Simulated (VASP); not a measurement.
Set up this calculation in VASP 6.6.1, as the native input.

- Task: single point
- Functional: LDA
- Potentials or basis: VASP PAW LDA potentials, release 64 (C)
- Cutoff: 520 eV
- k mesh: 11 × 11 × 11
- Occupations: fermi-dirac, width 0.05 eV
- Spin: no spin polarisation
- Dipole correction: no
- Further INCAR settings: ALGO = Normal; EDIFF = 1e-06; NBANDS = 16

The structure of C lies in POSCAR:

```
C
1.0
    1.2249114204      0.7072029368      8.2270254042
   -1.2249114204      0.7072029368      8.2270254042
    0.0000000000     -1.4144058737      8.2270254042
C
4
Direct
    0.9128269200      0.9128269200      0.9128269200
    0.2461499400      0.2461499400      0.2461499400
    0.7538500600      0.7538500600      0.7538500600
    0.0871730800      0.0871730800      0.0871730800
```

The input as run:

INCAR

```
SYSTEM = C
ALGO = Normal
EDIFF = 1E-6
ENCUT = 520
ISIF = 2
ISMEAR = -1
LASPH = .True.
LCHARG = .False.
LREAL = .False.
LWAVE = .False.
NBANDS = 16
NELM = 60
PREC = Accurate
SIGMA = 0.05
```

KPOINTS

```
k-points
0
Gamma
  11 11 11
  0 0 0
```

Potentials or basis: VASP PAW LDA potentials, release 64 (C).

Run with:

```console
$ cat potpaw_LDA.64/C/POTCAR > POTCAR
$ mpirun -np 1 vasp_std > vasp.out
```

It gave:

```json
{
 "Pressure": "-1.0 GPa",
 "Largest force": "0.004 eV/Å"
}
```

It took 26 min on 1 thread of Intel Xeon 8259CL, with other jobs on the host, peak memory 0.41 GiB.
